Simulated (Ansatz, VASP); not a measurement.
# Ag: VASP beside Ansatz

INCAR

```
ALGO = Fast ; EDIFF = 1E-6
ENCUT = 520 ; GGA = PE
ISIF = 2 ; ISMEAR = 0
LASPH = True ; LCHARG = False
LREAL = False ; LWAVE = False
NBANDS = 12 ; NELM = 100
PREC = Accurate ; SIGMA = 0.15
```

File KPOINTS:

```
k-points
0
Gamma
  22 22 22
```

File POSCAR:

```
Ag
1.0
    0.0000000000      2.2195150262      1.7312217205
    2.2195150262      0.0000000000      1.7312217205
    2.2195150262      2.2195150262      0.0000000000
Ag
1
Direct
    0.0000000000      0.0000000000      0.0000000000
```

Input for Ansatz:

```yaml
crystal:
  lattice:
    - [0.0, 2.2195150262, 1.7312217205]
    - [2.2195150262, 0.0, 1.7312217205]
    - [2.2195150262, 2.2195150262, 0.0]
  atoms:
    - { symbol: Ag, position: [0.0, 0.0, 0.0] }
basis:
  ecutwfc: 420
kpoints:
  mp_grid: { grid: [22, 22, 22] }
hamiltonian:
  xc: pbe
scf:
  occupations: { method: gaussian, width: 0.15 }
output:
  forces: true
  stress: true
  eigenvalues: true
```

Alike in both runs: task single point; functional PBE; k mesh 22 × 22 × 22; occupations gaussian, width 0.15 eV; no spin polarisation.

|  | VASP | Ansatz |
| --- | --- | --- |
| version | VASP 6.6.1 | Ansatz 0.2.0 |
| potentials or method | VASP PAW PBE potentials, release 64 (Ag), cutoff 520 eV | scalar-relativistic, plane waves, PAW |
| valence electrons in the cell | 11 | 19 |

```csv
,VASP,Ansatz,Ansatz less VASP
gap on the k mesh at the Fermi level (eV),none,none,-
pressure (GPa),5.3,5.4,+0.13
"traceless stress, the component that is largest in VASP (GPa)",1.08,1.09,+0.008
```

A gap of «none» marks a metal or a gap that the smearing closes. VASP's potentials hold 11 valence electrons a cell and Ansatz's 19, so a difference there can come from the potentials and not from the codes.
